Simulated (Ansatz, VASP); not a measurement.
# One calculation of KF, two programs

The input INCAR:

```
PREC = Accurate ; ENCUT = 520
EDIFF = 1E-6 ; ISMEAR = 0
SIGMA = 0.05 ; LREAL = F
LASPH = T ; NELM = 80
ALGO = Normal ; ISIF = 2
LWAVE = F ; LCHARG = F
GGA = CA ; NBANDS = 15
```

KPOINTS

```
Automatic mesh
0
Gamma
  8 8 8
```

POSCAR

```
KF
1.0
    0.0000000000      2.5817196783      2.6785341662
    2.7172599614      0.0000000000      2.6785341662
    2.7172599614      2.5817196783      0.0000000000
K F
1 1
Direct
    0.0000000000      0.0000000000      0.0000000000
    0.5000000000      0.5000000000      0.5000000000
```

Input for Ansatz:

```yaml
crystal:
  lattice:
    - [0.0, 2.5817196783, 2.6785341662]
    - [2.7172599614, 0.0, 2.6785341662]
    - [2.7172599614, 2.5817196783, 0.0]
  atoms:
    - { symbol: K, position: [0.0, 0.0, 0.0] }
    - { symbol: F, position: [0.5, 0.5, 0.5] }
basis:
  ecutwfc: 520.0
kpoints:
  mp_grid: { grid: [8, 8, 8] }
hamiltonian:
  xc: lda
scf:
  occupations: { method: gaussian, width: 0.05 }
output:
  forces: true
  stress: true
  eigenvalues: true
```

Change from the starting cell: normal strain along x +0.0525, normal strain along z +0.0375.

Alike in both runs: task single point; functional LDA; k mesh 8 × 8 × 8; occupations gaussian, width 0.05 eV; no spin polarisation.

|  | VASP | Ansatz |
| --- | --- | --- |
| version | VASP 6.6.1 | Ansatz 0.2.0 |
| potentials or method | VASP PAW LDA potentials, release 64 (K_sv, F), cutoff 520 eV | scalar-relativistic, plane waves, PAW |
| valence electrons in the cell | 16 | 16 |

Ansatz gave:

| Quantity | Value |
| --- | --- |
| gap on the k mesh at the Fermi level (eV) | 5.82 |
| least direct gap on the mesh (eV) | 5.82 |
| pressure (GPa) | -2.9 |
| traceless stress, the component that is largest in VASP (GPa) | 1.49 |

Estimate VASP's values.

gap on the k mesh at the Fermi level (eV): 5.80; least direct gap on the mesh (eV): 5.80; pressure (GPa): -2.8; traceless stress, the component that is largest in VASP (GPa): 1.58.

LDA's correlation is that of Perdew and Zunger in VASP and of Perdew and Wang (1992) in Ansatz.
